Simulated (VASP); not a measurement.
Input of a VASP 6.6.1 run:

The input POSCAR:

```
Si
1.0
   -1.6049268977      1.6049268977      1.3024853673
    1.6049268977     -1.6049268977      1.3024853673
    1.6049268977      1.6049268977     -1.3024853673
Si
1
Direct
    0.0000000000      0.0000000000      0.0000000000
```

The input INCAR.step1:

```
SYSTEM = Si
PREC = Accurate ; ENCUT = 520
EDIFF = 1E-5 ; ISMEAR = -1
SIGMA = 0.05 ; LREAL = .False.
LASPH = .True. ; NELM = 100
ALGO = Normal ; ISIF = 2
LWAVE = .True. ; LCHARG = .False.
GGA = PE ; NBANDS = 8
```

The input INCAR.step2:

```
SYSTEM = Si
PREC = Accurate ; ENCUT = 520
EDIFF = 1E-7 ; ISMEAR = -1
SIGMA = 0.05 ; LREAL = .False.
LASPH = .True. ; NELM = 100
ALGO = Normal ; ISIF = 2
LWAVE = .False. ; LCHARG = .False.
GGA = PE ; LHFCALC = .True.
AEXX = 0.25 ; PRECFOCK = Normal
ISTART = 1 ; NBANDS = 8
```

The input KPOINTS:

```
Automatic mesh
0
Gamma
  8 8 8
  0 0 0
```

Potentials or basis: VASP PAW PBE potentials, release 64 (Si).

Run with:

```sh
$ cat potpaw_PBE.64/Si/POTCAR > POTCAR
$ cp INCAR.step1 INCAR
$ mpirun -np 1 vasp_std > vasp.out
$ cp INCAR.step2 INCAR
$ mpirun -np 1 vasp_std > vasp.out
```

(1) What does it give for the band gap on the k mesh?

(2) Estimate the pressure.

Results:

(1) zero (bands 2 and 3 overlap by 14.51 eV).

(2) 5.8 GPa.

Caveat: the k points lie up to 0.39 Å⁻¹ apart, too coarse for converged energies and pressures of a metal; the PAW data sets were made with another functional, which shifts forces and pressure a little.
